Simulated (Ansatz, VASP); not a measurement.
**Mg5ZnS6: VASP beside Ansatz**

INCAR

```
  PREC = Accurate
  ENCUT = 520
  EDIFF = 1E-7
  ISMEAR = 0
  SIGMA = 0.1
  LREAL = F
  LASPH = T
  NELM = 60
  ALGO = Normal
  ISIF = 2
  LWAVE = F
  LCHARG = T
  GGA = PE
  LELF = T
  LVHAR = T
  NBANDS = 41
```

File KPOINTS:

```
Automatic mesh
0
Gamma
  3 3 4
```

POSCAR

```
Mg5ZnS6
1.0
    6.6571032800      0.0000000000      0.0000000000
   -3.3285516400      5.7652205500      0.0000000000
    0.0000000000      0.0000000000      6.2871334500
Mg Zn S
5 1 6
Direct
    0.0000000000      0.6666666700      0.0000000000
    0.6666666700      0.0000000000      0.0000000000
    0.3333333300      0.3333333300      0.0000000000
    0.3333333300      0.6666666700      0.5000000000
    0.6666666700      0.3333333300      0.5000000000
    0.0000000000      0.0000000000      0.5000000000
    0.0000000000      0.6666666700      0.3849999900
    0.6666666700      0.0000000000      0.3849999900
    0.3333333300      0.3333333300      0.3849999900
    0.3333333300      0.6666666700      0.8849999900
    0.0000000000      0.0000000000      0.8849999900
    0.6666666700      0.3333333300      0.8849999900
```

Input for Ansatz:

```yaml
crystal:
  lattice:
    - [6.65710328, 0.0, 0.0]
    - [-3.32855164, 5.76522055, 0.0]
    - [0.0, 0.0, 6.28713345]
  atoms:
    - { symbol: Mg, position: [0.0, 0.66666667, 0.0] }
    - { symbol: Mg, position: [0.66666667, 0.0, 0.0] }
    - { symbol: Mg, position: [0.33333333, 0.33333333, 0.0] }
    - { symbol: Mg, position: [0.33333333, 0.66666667, 0.5] }
    - { symbol: Mg, position: [0.66666667, 0.33333333, 0.5] }
    - { symbol: Zn, position: [0.0, 0.0, 0.5] }
    - { symbol: S, position: [0.0, 0.66666667, 0.38499999] }
    - { symbol: S, position: [0.66666667, 0.0, 0.38499999] }
    - { symbol: S, position: [0.33333333, 0.33333333, 0.38499999] }
    - { symbol: S, position: [0.33333333, 0.66666667, 0.88499999] }
    - { symbol: S, position: [0.0, 0.0, 0.88499999] }
    - { symbol: S, position: [0.66666667, 0.33333333, 0.88499999] }
basis:
  ecutwfc: 420
kpoints:
  mp_grid: { grid: [3, 3, 4] }
hamiltonian:
  xc: pbe
scf:
  occupations: { method: gaussian, width: 0.1 }
  lower_state_search: "off"
output:
  forces: true
  stress: true
  eigenvalues: true
```

Alike in both runs: task single point; functional PBE; k mesh 3 × 3 × 4; occupations gaussian, width 0.1 eV; no spin polarisation.

|  | VASP | Ansatz |
| --- | --- | --- |
| version | VASP 6.6.1 | Ansatz 0.2.0 |
| potentials or method | VASP PAW PBE potentials, release 64 (Mg, Zn, S), cutoff 520 eV | scalar-relativistic, plane waves, PAW |
| valence electrons in the cell | 58 | 98 |

```csv
,VASP,Ansatz,Ansatz less VASP
gap on the k mesh at the Fermi level (eV),3.68,3.68,+0.001
least direct gap on the mesh (eV),3.68,3.68,+0.001
pressure (GPa),8.7,8.8,+0.08
"traceless stress, the component that is largest in VASP (GPa)",-3.08,-3.07,+0.014
rms of the force components (eV/Å),0.314,0.317,+0.0035
```

Atom by atom the forces differ by 0.006 eV/Å (rms over components). With one functional, cell and mesh, what is left measures potentials, basis and numerics. VASP's potentials hold 58 valence electrons a cell and Ansatz's 98, so a difference there can come from the potentials and not from the codes.
